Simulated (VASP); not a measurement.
# GeSb2Te4 (P6mm) in VASP: further runs, part 2 of 2

VASP 6.6.1. Earlier steps stand in the parts before.

## Step 3: Relaxation of cell and atoms, PBE

File INCAR:

```
SYSTEM = GeSb2Te4
ALGO = Normal ; EDIFF = 1E-6
EDIFFG = -0.04 ; ENCUT = 600
GGA = PE ; IBRION = 2
ISIF = 3 ; ISMEAR = 0
LASPH = .TRUE. ; LCHARG = .FALSE.
LREAL = .FALSE. ; LWAVE = .FALSE.
NELM = 60 ; NSW = 90
PREC = Accurate ; SIGMA = 0.1
```

File KPOINTS:

```
k-points
0
G
  6 6 2
  0 0 0
```

File POSCAR:

```
GeSb2Te4
1.0
    5.6221808961      0.0000000000      0.0000000000
   -2.8110904481      4.8689514807      0.0000000000
    0.0000000000      0.0000000000      8.8140141884
Ge Sb Te
1 2 4
Direct
    0.0000000000      0.0000000000      0.7294060422
    0.3333333333      0.6666666667      0.2348350025
    0.6666666667      0.3333333333      0.2348350025
    0.3333333333      0.6666666667      0.5685466435
    0.6666666667      0.3333333333      0.5685466435
    0.3333333333      0.6666666667      0.9011581929
    0.6666666667      0.3333333333      0.9011581929
```

Potentials or basis: VASP PAW PBE potentials, release 64 (Ge_d, Sb, Te).

The run is started by

```console
> cat potpaw_PBE.64/Ge_d/POTCAR potpaw_PBE.64/Sb/POTCAR potpaw_PBE.64/Te/POTCAR > POTCAR
> mpirun -np 1 vasp_std > vasp.out
```

OUTCAR:

```text
SYSTEM = GeSb2Te4
   EDIFF = 1E-6
   EDIFFG = -0.04
   ENCUT = 600
   GGA = PE
   IBRION = 2
   ISIF = 3
   ISMEAR = 0
   LASPH = .TRUE.
   LREAL = .FALSE.
   NELM = 60
   NSW = 90
   PREC = Accurate

 ion  position               nearest neighbor table
   1  0.000  0.000  0.729-
   2  0.333  0.667  0.235-   6 2.94   4 2.94   3 3.25   3 3.25   3 3.25
   3  0.667  0.333  0.235-   7 2.94   5 2.94   2 3.25   2 3.25   2 3.25
   4  0.333  0.667  0.569-   6 2.93   2 2.94   5 3.25   5 3.25   5 3.25
   5  0.667  0.333  0.569-   7 2.93   3 2.94   4 3.25   4 3.25   4 3.25
   6  0.333  0.667  0.901-   4 2.93   2 2.94   7 3.25   7 3.25   7 3.25
   7  0.667  0.333  0.901-   5 2.93   3 2.94   6 3.25   6 3.25   6 3.25

  LATTYP: Found a hexagonal cell.
 ALAT       =     5.6221808961
 C/A-ratio  =     1.5677215570

  Lattice vectors:

 A1 = (   5.6221808961,   0.0000000000,   0.0000000000)
 A2 = (  -2.8110904481,   4.8689514807,   0.0000000000)
 A3 = (   0.0000000000,   0.0000000000,   8.8140141884)

Analysis of symmetry for initial positions (statically):
=====================================================================
 Subroutine PRICEL returns:
 Original cell was already a primitive cell.

 Routine SETGRP: Setting up the symmetry group for a
 hexagonal supercell.

 Subroutine GETGRP returns: Found 12 space group operations
 (whereof 12 operations were pure point group operations)
 out of a pool of 24 trial point group operations.

The static configuration has the point symmetry C_6v.

Analysis of symmetry for dynamics (positions and initial velocities):
=====================================================================
 Subroutine PRICEL returns:
 Original cell was already a primitive cell.

 Routine SETGRP: Setting up the symmetry group for a
 hexagonal supercell.

 Subroutine GETGRP returns: Found 12 space group operations
 (whereof 12 operations were pure point group operations)
 out of a pool of 24 trial point group operations.

The dynamic configuration has the point symmetry C_6v.

 Subroutine INISYM returns: Found 12 space group operations
 (whereof 12 operations are pure point group operations),
 and found     1 'primitive' translations

----------------------------------------------------------------------------------------

                                     Primitive cell

  volume of cell :     241.2759

  direct lattice vectors                    reciprocal lattice vectors
     5.622180896  0.000000000  0.000000000     0.177866920  0.102691514  0.000000000
    -2.811090448  4.868951481  0.000000000     0.000000000  0.205383028  0.000000000
     0.000000000  0.000000000  8.814014188     0.000000000  0.000000000  0.113455683

  length of vectors
     5.622180896  5.622180896  8.814014188     0.205383028  0.205383028  0.113455683

  position of ions in fractional coordinates (direct lattice)
     0.000000000  0.000000000  0.729406042
     0.333333333  0.666666667  0.234835002
     0.666666667  0.333333333  0.234835002
     0.333333333  0.666666667  0.568546643
     0.666666667  0.333333333  0.568546643
     0.333333333  0.666666667  0.901158193
     0.666666667  0.333333333  0.901158193

  ion indices of the primitive-cell ions
   primitive index   ion index
                 1           1
[... 53 lines left out ...]
   dimension x,y,z NGXF=    96 NGYF=   96 NGZF=  140
   ions per type =               1   2   4
   NGX,Y,Z   is equivalent  to a cutoff of  14.19, 14.19, 13.20 a.u.
   NGXF,Y,Z  is equivalent  to a cutoff of  28.39, 28.39, 26.41 a.u.
 SYSTEM =  GeSb2Te4
   PREC   = accura    normal or accurate (medium, high low for compatibility)
   ISTART =      0    job   : 0-new  1-cont  2-samecut
   ICHARG =      2    charge: 1-file 2-atom 10-const
   ISPIN  =      1    spin polarized calculation?
   LNONCOLLINEAR =      F non collinear calculations
   LSORBIT =      F    spin-orbit coupling
   LASPH  =      T    aspherical Exc in radial PAW
   ENCUT  =  600.0 eV  44.10 Ry    6.64 a.u.  11.23 11.23 17.60*2*pi/ulx,y,z
   NELM   =     60;   NELMIN=  2; NELMDL= -5     # of ELM steps
   EDIFF  = 0.1E-05   stopping-criterion for ELM
   LREAL  =      F    real-space projection
   EDIFFG = -.4E-01   stopping-criterion for IOM
   NSW    =     90    number of steps for IOM
   IBRION =      2    ionic relax: 0-MD 1-quasi-New 2-CG
   NFREE  =      1    steps in history (QN), initial steepest desc. (CG)
   ISIF   =      3    stress and relaxation
   ISYM   =      2    0-nonsym 1-usesym 2-fastsym
   POTIM  = 0.5000    time-step for ionic-motion
   TEBEG  =    0.0;   TEEND  =   0.0 temperature during run
   PSTRESS=    0.0 pullay stress
   NELECT =      48.0000    total number of electrons
   NUPDOWN=      -1.0000    fix difference up-down
   EMIN   =  10.00;   EMAX   =-10.00  energy-range for DOS
   EFERMI =   0.00;   METHOD = LEGACY
   ISMEAR =     0;   SIGMA  =   0.10  broadening in eV -4-tet -1-fermi 0-gaus
   EFERMI_NEDOS =   21; number of points for ismear=-14 and -15
   IALGO  =     38    algorithm
   IMIX   =      4    mixing-type and parameters
     AMIX     =   0.40;   BMIX     =  1.00
     AMIX_MAG =   1.60;   BMIX_MAG =  1.00
  volume/ion in A,a.u.               =      34.47       232.60
  Fermi-wavevector in a.u.,A,eV,Ry     =   0.955690  1.805993 12.426802  0.913344
  Thomas-Fermi vector in A             =   2.084551
   LORBIT       =      0    0 simple, 1 ext, 2 COOP (PROOUT), +10 PAW based schemes
   GGA     = PE    functional components
   LHFCALC =     F    Hartree Fock is set to
   AEXX    =    0.0000 exact exchange contribution
   IVDW    =     0    specifies the selected vdW correction
   LEPSILON=     F    determine dielectric tensor
   LRPA    =     F    only Hartree local field effects (RPA)
 conjugate gradient relaxation of ions
 non-spin polarized calculation
 Gauss-broadening in eV      SIGMA  =   0.10
  energy-cutoff  :      600.00
  volume of cell :      241.28
 maximum number of plane-waves:      8088
 NGX is ok and might be reduce to    48
   NGX = 23   NGY = 23   NGZ = 35

--------------------------------------- Ionic step        1  -------------------------------------------

 number of electron      47.9999994 magnetization

 Free energy of the ion-electron system (eV)
  ---------------------------------------------------
  ext. energy  EPLUGINS =         0.00000000
  ---------------------------------------------------
  free energy    TOTEN  =       -23.31344916 eV

  energy without entropy =      -23.28459447  energy(sigma->0) =      -23.29902181

------------------------ aborting loop because EDIFF is reached ----------------------------------------

  FORCE on cell =-STRESS in cart. coord.  units (eV):
  Direction    XX          YY          ZZ          XY          YZ          ZX
  --------------------------------------------------------------------------------------
  -------------------------------------------------------------------------------------
  Total       -0.2100253     -0.2100253      1.1510142      0.0000000      0.0000000      0.0000000
  in kB       -1.3946598     -1.3946598      7.6432358      0.0000000      0.0000000      0.0000000
  external PRESSURE =       1.6179721 kB  Pullay stress =       0.0000000 kB
[... 104 lines left out ...]
  FREE ENERGIE OF THE ION-ELECTRON SYSTEM (eV)
  ---------------------------------------------------
  free  energy   TOTEN  =       -23.3188106943 eV

  energy  without entropy=      -23.2921670728  energy(sigma->0) =      -23.30548888

 E-fermi :   5.4741     XC(G=0):  -8.8473

 val. band max:        5.4621999064   @ k =   0.3333   0.3333   0.0000
 cond. band min:       5.5809276210   @ k =   0.0000   0.0000   0.5000
 fundamental gap:      0.1187277147
 Fermi energy:         5.4740839700

 k-point     1 :       0.0000    0.0000    0.0000
  band No.  band energies     occupation
      1     -19.9456      2.00000
      2     -19.9456      2.00000
      3     -19.9328      2.00000
      4     -19.9328      2.00000
      5     -19.9303      2.00000
      6      -7.8941      2.00000
[... 423 lines left out ...]
     27       6.3333      0.00000
     28       6.3333      0.00000

[... ionic steps 4 to 24 ...]

--------------------------------------- Ionic step       25  -------------------------------------------

 number of electron      48.0000007 magnetization

------------------------ aborting loop because EDIFF is reached ----------------------------------------
[... 77 lines left out ...]
--------------------------------------- Ionic step       27  -------------------------------------------

 number of electron      48.0000007 magnetization

 Free energy of the ion-electron system (eV)
  ---------------------------------------------------
  ext. energy  EPLUGINS =         0.00000000
  ---------------------------------------------------
  free energy    TOTEN  =       -23.46612121 eV

  energy without entropy =      -23.45953351  energy(sigma->0) =      -23.46282736

 E-fermi :   5.4746     XC(G=0):  -8.8588

 val. band max:        5.4723298665   @ k =   0.3333   0.3333   0.0000
 cond. band min:       5.5873888740   @ k =   0.3333   0.3333   0.5000
 fundamental gap:      0.1150590074
 Fermi energy:         5.4746243916

 k-point     1 :       0.0000    0.0000    0.0000
  band No.  band energies     occupation
      1     -19.9406      2.00000
      2     -19.9406      2.00000
      3     -19.9303      2.00000
      4     -19.9303      2.00000
      5     -19.9285      2.00000
      6      -7.8571      2.00000
[... 457 lines left out ...]
  FREE ENERGIE OF THE ION-ELECTRON SYSTEM (eV)
  ---------------------------------------------------
  free  energy   TOTEN  =       -23.4661212103 eV

  energy  without entropy=      -23.4595335129  energy(sigma->0) =      -23.46282736

 reached required accuracy - stopping structural energy minimisation
```

Run time: 47 min. Hardware: 1 thread of Intel Xeon Platinum 8175M at 2.50GHz (Skylake/Cascade Lake), shared host; peak memory 0.52 GiB.

What came out:

```
Free energy                           : -23.4661 eV
Relaxed volume                        : 34.07 Å³/atom
Relaxed cell                          : a = 5.454 Å, b = 5.454 Å, c = 9.257 Å, α = 90.00°, β = 90.00°, γ = 120.00°
Space group after relaxing (to 0.1 Å) : P6mm (No. 183)
Energy gained by relaxing             : 21.8 meV/atom
Ionic steps                           : 27
Pressure after relaxing               : 0.0 GPa
Largest force after relaxing          : 0.036 eV/Å
Band gap on the k mesh                : zero (bands 24 and 25 overlap by 1.52 eV)
```

Forces in eV/Å, atoms in the order of the input:
```
Ge   0.000  0.000 -0.036
Sb   0.000  0.000 -0.016
Sb   0.000  0.000 -0.016
Te   0.000  0.000  0.011
Te   0.000  0.000  0.011
Te   0.000  0.000  0.024
Te   0.000  0.000  0.024
```

The path:
```csv
step,energy change (eV),largest force (eV/Å),pressure (GPa),volume (Å³)
1,0.0000,0.0555,0.16,241.28
2,-0.0054,0.0406,-0.19,242.49
3,-0.0054,0.0428,-0.21,242.51
4,-0.0079,0.0945,-0.06,241.25
5,-0.0225,0.3288,0.53,237.45
6,-0.0368,0.4764,1.83,229.87
7,-0.0397,0.4560,1.25,233.00
8,-0.0406,0.4720,1.42,231.99
9,-0.0406,0.4755,1.50,231.64
10,-0.0407,0.4756,1.51,231.59
11,-0.0410,0.4760,1.54,231.47
12,-0.0415,0.4763,1.59,231.21
13,-0.0420,0.4746,1.66,230.70
14,-0.0427,0.4736,1.65,230.73
15,-0.0446,0.4712,1.63,230.82
16,-0.0483,0.4662,1.59,231.01
17,-0.0555,0.4567,1.49,231.39
18,-0.0689,0.4385,1.31,232.14
19,-0.0915,0.4061,0.99,233.65
20,-0.1214,0.3466,0.34,236.69
21,-0.1176,0.2243,-0.84,242.78
22,-0.1305,0.2898,-0.21,239.44
23,-0.1341,0.2686,-0.18,239.34
24,-0.1433,0.2008,-0.11,239.03
25,-0.1521,0.0490,0.05,238.41
26,-0.1522,0.0341,0.04,238.34
27,-0.1527,0.0361,0.00,238.49
```

Final structure:
```xyz
7
Lattice="5.4542 0.0000 0.0000 -2.7271 4.7235 0.0000 0.0000 0.0000 9.2569" Properties=species:S:1:pos:R:3 pbc="T T T"
Ge    0.0000    0.0000    6.7475
Sb    0.0000    3.1490    2.1649
Sb    2.7271    1.5745    2.1649
Te    0.0000    3.1490    5.1987
Te    2.7271    1.5745    5.1987
Te    0.0000    3.1490    8.4174
Te    2.7271    1.5745    8.4174
```

Caveat: spin-orbit coupling is left out, which moves the levels of the heavy elements.
